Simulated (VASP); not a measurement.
# Tl: single point with PBE

Tl:

```
Tl
1.0
    -3.06161    3.06161    1.63593
     3.06161   -3.06161    1.63593
     3.06161    3.06161   -1.63593
Tl
2
Direct
  0.62500 0.87500 0.75000
  0.37500 0.12500 0.25000
```

```yaml
Program: VASP 6.6.1
Task: single point
Functional: PBE
Potentials_or_basis: VASP PAW PBE potentials, release 64 (Tl_d)
Cutoff: 520 eV
k_mesh: 13 × 13 × 13
Occupations: fermi-dirac, width 0.08 eV
Spin: no spin polarisation
```

The pressure is 2.3 GPa and the band gap on the k mesh is zero (bands 13 and 14 overlap by 5.35 eV).

Levels at points of the mesh, in eV from the Fermi level:
| k point | band 10 | band 11 | band 12 | band 13 | band 14 | band 15 | band 16 | band 17 |
| --- | --- | --- | --- | --- | --- | --- | --- | --- |
| (0.00, 0.00, 0.00) | -11.02 | -9.89 | -3.06 | -0.29 | -0.29 | 4.86 | 7.53 | 7.53 |

It took 73 s on 1 thread of Intel(R) Xeon(R) 6975P-C (Granite Rapids), on a shared host, peak memory 0.34 GiB.

Caveat: spin-orbit coupling is left out, which moves the levels of the heavy elements.
